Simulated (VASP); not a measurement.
# Mg2O (P-3m1) in VASP: a series of runs

Runs on Mg2O. Level: PBE. Tasks: single point, relaxation of cell and atoms.

Program: VASP 6.6.1. These are calculated values, not measurements. Logs are shortened: lines on timing, memory, paths and dates and some standing lists are left out, and cuts for length are marked.

### 1 The cell of the first run

The structure is trigonal, space group P-3m1 (No. 164). Conventional cell: a = 3.093 Å, b = 3.093 Å, c = 4.995 Å, α = 90.00°, β = 90.00°, γ = 120.00°. Mg (site symmetry 3m) has 3 O at 2.17 Å within 2.9 Å. Within 2.9 Å of O (site symmetry -3m) lie 6 Mg at 2.17 Å.

### 2 Single point, PBE

The input, INCAR:

```
PREC = Accurate ; ENCUT = 520
EDIFF = 1E-6 ; ISMEAR = 0
SIGMA = 0.2 ; LREAL = False
LASPH = True ; NELM = 80
ALGO = Normal ; ISIF = 2
LWAVE = False ; LCHARG = False
GGA = PE ; NBANDS = 12
```

The input, KPOINTS:

```
regular mesh
0
Gamma
  7 7 4
```

The input, POSCAR:

```
Mg2O
1.0
    3.0925387620      0.0000000000      0.0000000000
   -1.5462693810      2.6782171301      0.0000000000
    0.0000000000      0.0000000000      4.9954625179
Mg O
2 1
Direct
    0.3333333333      0.6666666667      0.2476150680
    0.6666666667      0.3333333333      0.7523849320
    0.0000000000      0.0000000000      0.0000000000
```

Potentials or basis: VASP PAW PBE potentials, release 64 (Mg, O).

Launch:

```sh
$ cat potpaw_PBE.64/Mg/POTCAR potpaw_PBE.64/O/POTCAR > POTCAR
$ mpirun -np 1 vasp_std > vasp.out
```

OUTCAR:

```text
PREC = Accurate
   ENCUT = 520
   EDIFF = 1E-6
   ISMEAR = 0
   LREAL = False
   LASPH = True
   NELM = 80
   ISIF = 2
   GGA = PE

 ion  position               nearest neighbor table
   1  0.333  0.667  0.248-   3 2.17   3 2.17   3 2.17   2 3.05   2 3.05   2 3.05   2 3.09   2 3.09
                             2 3.09
   2  0.667  0.333  0.752-   3 2.17   3 2.17   3 2.17   1 3.05   1 3.05   1 3.05   1 3.09   1 3.09
                             1 3.09
   3  0.000  0.000  0.000-   1 2.17   2 2.17   2 2.17   1 2.17   2 2.17   1 2.17

  LATTYP: Found a hexagonal cell.
 ALAT       =     3.0925387620
 C/A-ratio  =     1.6153273742

  Lattice vectors:

 A1 = (   3.0925387620,   0.0000000000,   0.0000000000)
 A2 = (  -1.5462693810,   2.6782171301,   0.0000000000)
 A3 = (   0.0000000000,   0.0000000000,   4.9954625179)

Analysis of symmetry for initial positions (statically):
=====================================================================
 Subroutine PRICEL returns:
 Original cell was already a primitive cell.

 Routine SETGRP: Setting up the symmetry group for a
 hexagonal supercell.

 Subroutine GETGRP returns: Found 12 space group operations
 (whereof 12 operations were pure point group operations)
 out of a pool of 24 trial point group operations.

The static configuration has the point symmetry D_3d.

Analysis of symmetry for dynamics (positions and initial velocities):
=====================================================================
 Subroutine PRICEL returns:
 Original cell was already a primitive cell.

 Routine SETGRP: Setting up the symmetry group for a
 hexagonal supercell.

 Subroutine GETGRP returns: Found 12 space group operations
 (whereof 12 operations were pure point group operations)
 out of a pool of 24 trial point group operations.

The dynamic configuration has the point symmetry D_3d.

 Subroutine INISYM returns: Found 12 space group operations
 (whereof 12 operations are pure point group operations),
 and found     1 'primitive' translations

----------------------------------------------------------------------------------------

                                     Primitive cell

  volume of cell :      41.3749

  direct lattice vectors                    reciprocal lattice vectors
     3.092538762  0.000000000  0.000000000     0.323358922  0.186691361  0.000000000
    -1.546269381  2.678217130  0.000000000     0.000000000  0.373382721  0.000000000
     0.000000000  0.000000000  4.995462518     0.000000000  0.000000000  0.200181664

  length of vectors
     3.092538762  3.092538762  4.995462518     0.373382721  0.373382721  0.200181664

  position of ions in fractional coordinates (direct lattice)
     0.333333333  0.666666667  0.247615068
     0.666666667  0.333333333  0.752384932
     0.000000000  0.000000000  0.000000000

  ion indices of the primitive-cell ions
   primitive index   ion index
                 1           1
                 2           2
                 3           3

----------------------------------------------------------------------------------------

 KPOINTS: regular mesh

Automatic generation of k-mesh.
 Grid dimensions read from file:
 generate k-points for:    7    7    4

 Generating k-lattice:

  Cartesian coordinates                     Fractional coordinates (reciprocal lattice)
     0.046194132  0.026670194  0.000000000     0.142857143  0.000000000  0.000000000
     0.000000000  0.053340389  0.000000000     0.000000000  0.142857143  0.000000000
     0.000000000  0.000000000  0.050045416     0.000000000  0.000000000  0.250000000

  Length of vectors
     0.053340389  0.053340389  0.050045416

  Shift w.r.t. Gamma in fractional coordinates (k-lattice)
     0.000000000  0.000000000  0.000000000

 Subroutine IBZKPT returns following result:
 ===========================================

 Found     28 irreducible k-points:

 Following reciprocal coordinates:
            Coordinates               Weight
  0.000000  0.000000  0.000000      1.000000
  0.142857 -0.000000  0.000000      6.000000
  0.285714  0.000000  0.000000      6.000000
  0.428571  0.000000  0.000000      6.000000
  0.142857  0.142857  0.000000      6.000000
  0.285714  0.142857  0.000000     12.000000
[... 16 lines left out ...]
  0.285714  0.000000  0.500000      6.000000
  0.428571  0.000000  0.500000      6.000000
 [... further k-points ...]
   k-points           NKPTS =     28   k-points in BZ     NKDIM =     28   number of bands    NBANDS=     12
   number of dos      NEDOS =    301   number of ions     NIONS =      3
   total plane-waves  NPLWV =  23040
   dimension x,y,z NGX =    24 NGY =   24 NGZ =   40
   dimension x,y,z NGXF=    48 NGYF=   48 NGZF=   80
   ions per type =               2   1
   NGX,Y,Z   is equivalent  to a cutoff of  12.90, 12.90, 13.31 a.u.
   NGXF,Y,Z  is equivalent  to a cutoff of  25.80, 25.80, 26.62 a.u.
 SYSTEM =  unknown system
   PREC   = accura    normal or accurate (medium, high low for compatibility)
   ISTART =      0    job   : 0-new  1-cont  2-samecut
   ICHARG =      2    charge: 1-file 2-atom 10-const
   ISPIN  =      1    spin polarized calculation?
   LNONCOLLINEAR =      F non collinear calculations
   LSORBIT =      F    spin-orbit coupling
   LASPH  =      T    aspherical Exc in radial PAW
   ENCUT  =  520.0 eV  38.22 Ry    6.18 a.u.   5.75  5.75  9.29*2*pi/ulx,y,z
   NELM   =     80;   NELMIN=  2; NELMDL= -5     # of ELM steps
   EDIFF  = 0.1E-05   stopping-criterion for ELM
   LREAL  =      F    real-space projection
   EDIFFG = 0.1E-04   stopping-criterion for IOM
   NSW    =      0    number of steps for IOM
   IBRION =     -1    ionic relax: 0-MD 1-quasi-New 2-CG
   NFREE  =      0    steps in history (QN), initial steepest desc. (CG)
   ISIF   =      2    stress and relaxation
   ISYM   =      2    0-nonsym 1-usesym 2-fastsym
   POTIM  = 0.5000    time-step for ionic-motion
   TEBEG  =    0.0;   TEEND  =   0.0 temperature during run
   PSTRESS=    0.0 pullay stress
   NELECT =      10.0000    total number of electrons
   NUPDOWN=      -1.0000    fix difference up-down
   EMIN   =  10.00;   EMAX   =-10.00  energy-range for DOS
   EFERMI =   0.00;   METHOD = LEGACY
   ISMEAR =     0;   SIGMA  =   0.20  broadening in eV -4-tet -1-fermi 0-gaus
   EFERMI_NEDOS =   21; number of points for ismear=-14 and -15
   IALGO  =     38    algorithm
   IMIX   =      4    mixing-type and parameters
     AMIX     =   0.40;   BMIX     =  1.00
     AMIX_MAG =   1.60;   BMIX_MAG =  1.00
  volume/ion in A,a.u.               =      13.79        93.07
  Fermi-wavevector in a.u.,A,eV,Ry     =   1.019755  1.927058 14.148709  1.039901
  Thomas-Fermi vector in A             =   2.153287
   LORBIT       =      0    0 simple, 1 ext, 2 COOP (PROOUT), +10 PAW based schemes
   GGA     = PE    functional components
   LHFCALC =     F    Hartree Fock is set to
   AEXX    =    0.0000 exact exchange contribution
   IVDW    =     0    specifies the selected vdW correction
   LEPSILON=     F    determine dielectric tensor
   LRPA    =     F    only Hartree local field effects (RPA)
 non-spin polarized calculation
 Gauss-broadening in eV      SIGMA  =   0.20
  energy-cutoff  :      520.00
  volume of cell :       41.37
 maximum number of plane-waves:      1126
 NGX is ok and might be reduce to    24

 number of electron      10.0000000 magnetization

 Free energy of the ion-electron system (eV)
  ---------------------------------------------------
  ext. energy  EPLUGINS =         0.00000000
  ---------------------------------------------------
  free energy    TOTEN  =       -12.76175284 eV

  energy without entropy =      -12.75507641  energy(sigma->0) =      -12.75841462

 E-fermi :   4.7241     XC(G=0):  -9.7209

 val. band max:        4.5882578604   @ k =   0.4286   0.1429   0.0000
 cond. band min:       4.9426550056   @ k =   0.4286   0.1429   0.0000
 fundamental gap:      0.3543971452
 Fermi energy:         4.7241203418

 k-point     1 :       0.0000    0.0000    0.0000
  band No.  band energies     occupation
      1     -15.4050      2.00000
      2      -1.8691      2.00000
      3      -0.6632      2.00000
      4       0.5375      2.00000
      5       0.5375      2.00000
      6       7.3539      0.00000
      7       8.0224      0.00000
      8      15.6680      0.00000
      9      15.6680      0.00000
     10      16.7121      0.00000
     11      18.1599      0.00000
     12      18.1599      0.00000

 k-point     2 :       0.1429   -0.0000    0.0000
  band No.  band energies     occupation
      1     -15.2916      2.00000
      2      -1.6734      2.00000
      3      -0.8682      2.00000
      4       0.4159      2.00000
      5       0.4727      2.00000
      6       7.9506      0.00000
      7       8.1832      0.00000
      8      13.2013      0.00000
      9      15.1017      0.00000
     10      15.2784      0.00000
     11      17.2887      0.00000
     12      17.5401      0.00000

 k-point     3 :       0.2857    0.0000    0.0000
  band No.  band energies     occupation
      1     -15.0221      2.00000
      2      -1.8659      2.00000
      3      -1.1954      2.00000
      4       0.1578      2.00000
      5       1.4140      2.00000
      6       7.5623      0.00000
      7       9.6630      0.00000
      8       9.9569      0.00000
      9      13.3518      0.00000
     10      14.3382      0.00000
     11      14.6745      0.00000
     12      16.3518      0.00000

 k-point     4 :       0.4286    0.0000    0.0000
  band No.  band energies     occupation
      1     -14.7895      2.00000
      2      -2.6542      2.00000
      3      -0.7708      2.00000
      4      -0.0359      2.00000
      5       3.2472      2.00000
      6       5.7530      0.00000
      7       8.2075      0.00000
      8      10.8978      0.00000
      9      12.5792      0.00000
     10      13.4314      0.00000
     11      13.7342      0.00000
     12      15.3556      0.00000

 k-point     5 :       0.1429    0.1429    0.0000
  band No.  band energies     occupation
      1     -15.0994      2.00000
      2      -1.5036      2.00000
      3      -1.3378      2.00000
      4       0.0941      2.00000
      5       1.0824      2.00000
      6       7.8071      0.00000
      7       9.3759      0.00000
      8      11.6797      0.00000
      9      11.7957      0.00000
     10      14.8479      0.00000
     11      16.0560      0.00000
     12      16.2528      0.00000
[... 228 lines left out ...]
      1     -15.3917      2.00000
      2      -3.0079      2.00000
      3       0.5407      2.00000
      4       0.5407      2.00000
      5       2.0204      2.00000
      6       4.1066      1.99999
      7      10.7407      0.00000
      8      13.8857      0.00000
      9      16.0108      0.00000
     10      16.0108      0.00000
     11      17.5788      0.00000
     12      17.5789      0.00000

 k-point    22 :       0.1429   -0.0000    0.5000
  band No.  band energies     occupation
      1     -15.2800      2.00000
      2      -2.7018      2.00000
      3      -0.3149      2.00000
      4       0.4195      2.00000
      5       2.1705      2.00000
      6       4.9518      0.10745
      7      11.2797      0.00000
      8      12.4955      0.00000
      9      14.0376      0.00000
     10      15.2076      0.00000
     11      15.6176      0.00000
     12      16.8487      0.00000

 k-point    23 :       0.2857    0.0000    0.5000
  band No.  band energies     occupation
      1     -15.0146      2.00000
      2      -1.9135      2.00000
      3      -1.6681      2.00000
      4       0.1622      2.00000
      5       2.6297      2.00000
      6       6.3827      0.00000
      7       9.4179      0.00000
      8      11.3883      0.00000
      9      12.7172      0.00000
     10      13.8928      0.00000
     11      15.1424      0.00000
     12      15.6821      0.00000

 k-point    24 :       0.4286    0.0000    0.5000
  band No.  band energies     occupation
      1     -14.7852      2.00000
      2      -2.5504      2.00000
      3      -1.1158      2.00000
      4      -0.0311      2.00000
      5       3.4535      2.00000
      6       6.0686      0.00000
      7       8.4220      0.00000
      8      10.2339      0.00000
      9      12.7771      0.00000
     10      13.2072      0.00000
     11      14.9558      0.00000
     12      15.1928      0.00000

 [... further k-points ...]
[... 5 lines left out ...]
  --------------------------------------------------------------------------------------
  -------------------------------------------------------------------------------------
  Total       -0.0173669     -0.0173669      0.0007223      0.0000000      0.0000000      0.0000000
  in kB       -0.6725046     -0.6725046      0.0279703      0.0000000      0.0000000      0.0000000
  external PRESSURE =      -0.4390129 kB  Pullay stress =       0.0000000 kB

 VOLUME and BASIS-vectors are now :
 -----------------------------------------------------------------------------
  energy-cutoff  :      520.00
  volume of cell :       41.37
      direct lattice vectors                 reciprocal lattice vectors
     3.092538762  0.000000000  0.000000000     0.323358922  0.186691361  0.000000000
    -1.546269381  2.678217130  0.000000000     0.000000000  0.373382721  0.000000000
     0.000000000  0.000000000  4.995462518     0.000000000  0.000000000  0.200181664

 POSITION                                       TOTAL-FORCE (eV/Angst)
 -----------------------------------------------------------------------------------
     -0.00000      1.78548      1.23695        -0.000000     -0.000000     -0.009419
      1.54627      0.89274      3.75851         0.000000      0.000000      0.009419
      0.00000      0.00000      0.00000         0.000000      0.000000      0.000000
 -----------------------------------------------------------------------------------
    total drift:                               -0.000000      0.000000      0.000000

  FREE ENERGIE OF THE ION-ELECTRON SYSTEM (eV)
  ---------------------------------------------------
  free  energy   TOTEN  =       -12.7617528383 eV

  energy  without entropy=      -12.7550764095  energy(sigma->0) =      -12.75841462
```

Wall time 13 s (1 thread of Intel Xeon 8259CL, shared host); peak memory 0.16 GiB.

Results:

* Free energy: -12.7618 eV
* Pressure: 0.0 GPa
* Largest force: 0.009 eV/Å
* Band gap on the k mesh: zero (bands 5 and 6 overlap by 0.48 eV)

Forces in eV/Å, atoms in the order of the input:
```
Mg   0.000  0.000 -0.009
Mg   0.000  0.000  0.009
O    0.000  0.000  0.000
```

Caveat: semilocal functionals underestimate gaps, so a narrow gap can read as zero.

### 3 Single point, PBE

This run uses another cell than the first one: it holds 6 atoms, not 3.

The input, INCAR:

```
SYSTEM = Mg2O
PREC = Accurate
ENCUT = 520
EDIFF = 1E-6
ISMEAR = 0
SIGMA = 0.2
LREAL = .False.
LASPH = .True.
NELM = 60
ALGO = Normal
ISIF = 2
LWAVE = .False.
LCHARG = .True.
GGA = PE
LELF = .True.
LVHAR = .True.
NBANDS = 19
```

The input, KPOINTS:

```
Automatic mesh
0
Gamma
  6 6 2
  0 0 0
```

The input, POSCAR:

```
Mg2O
1.0
    3.0737580540      0.0000000000      0.0000000000
   -1.5368790270      2.6619525599      0.0000000000
    0.0000000000      0.0000000000     10.1371509229
Mg O
4 2
Direct
    0.0000000000      0.0000000000      0.0000000000
    0.3333333333      0.6666666667      0.7567731668
    0.6666666667      0.3333333333      0.2432268332
    0.0000000000      0.0000000000      0.5000000000
    0.3333333333      0.6666666667      0.1201439867
    0.6666666667      0.3333333333      0.8798560133
```

Potentials or basis: VASP PAW PBE potentials, release 64 (Mg, O).

Launch:

```sh
$ cat potpaw_PBE.64/Mg/POTCAR potpaw_PBE.64/O/POTCAR > POTCAR
$ mpirun -np 1 vasp_std > vasp.out
```

Run time: 39 s. Hardware: 1 thread of Intel Xeon 8259CL, shared host; peak memory 0.2 GiB.

It converged, with:

| Property | Result |
| --- | --- |
| Free energy | -25.9241 eV |
| Pressure | -0.4 GPa |
| Largest force | 0.045 eV/Å |
| Band gap on the k mesh | zero (bands 10 and 11 overlap by 0.85 eV) |

Forces in eV/Å, atoms in the order of the input:
```
Mg   0.000  0.000  0.000
Mg   0.000  0.000 -0.029
Mg   0.000  0.000  0.029
Mg   0.000  0.000  0.000
O    0.000  0.000 -0.045
O    0.000  0.000  0.045
```

Levels at points of the mesh, in eV from the Fermi level:
```csv
k point,band 8,band 9,band 10,band 11,band 12,band 13
"(0.00, 0.00, 0.00)",-4.11,-4.11,-2.94,-0.85,2.57,3.08
"(0.50, 0.00, 0.00)",-4.69,-1.59,-1.29,0.06,1.13,3.37
"(0.00, 0.00, 0.50)",-4.11,-4.11,-3.87,0.29,1.18,3.73
"(0.50, 0.00, 0.50)",-4.69,-1.61,-1.38,0.26,1.12,3.12
```

Caveat: the k points lie up to 0.39 Å⁻¹ apart, too coarse for converged energies and pressures of a metal.

[end of part 1 of 2]
